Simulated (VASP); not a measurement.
ScAl3, 4 atoms in the cell. The typed cell holds 4 atoms: a = 4.088 Å, b = 4.088 Å, c = 4.088 Å, α = 90.00°, β = 90.00°, γ = 90.00°.  This cell differs from its parent crystal: atoms moved at random.

| Quantity | Value |
| --- | --- |
| Program | VASP 6.6.1 |
| Task | single point |
| Functional | PBEsol |
| Potentials or basis | VASP PAW PBE potentials, release 64 (Sc_sv, Al) |
| Cutoff | 520 eV |
| k mesh | 7 × 7 × 7 |
| Occupations | fermi-dirac, width 0.05 eV |
| Spin | no spin polarisation |
| Dipole correction | no |
| Further INCAR settings | ALGO = Fast; EDIFF = 1e-06; NBANDS = 18 |

Potentials or basis: VASP PAW PBE potentials, release 64 (Sc_sv, Al).

The run is started by

```bash
$ cat potpaw_PBE.64/Sc_sv/POTCAR potpaw_PBE.64/Al/POTCAR > POTCAR
$ mpirun -np 1 vasp_std > vasp.out
```

Hardware: 1 thread of Intel(R) Xeon(R) Platinum 8259CL CPU @ 2.50GHz (Skylake/Cascade Lake), on a shared host.

How long does it take, and how much memory?

It took 3.4 min on 1 thread of Intel(R) Xeon(R) Platinum 8259CL CPU @ 2.50GHz (Skylake/Cascade Lake), with other jobs on the host, peak memory 0.31 GiB. Counts: scf iterations 18, k points 172.
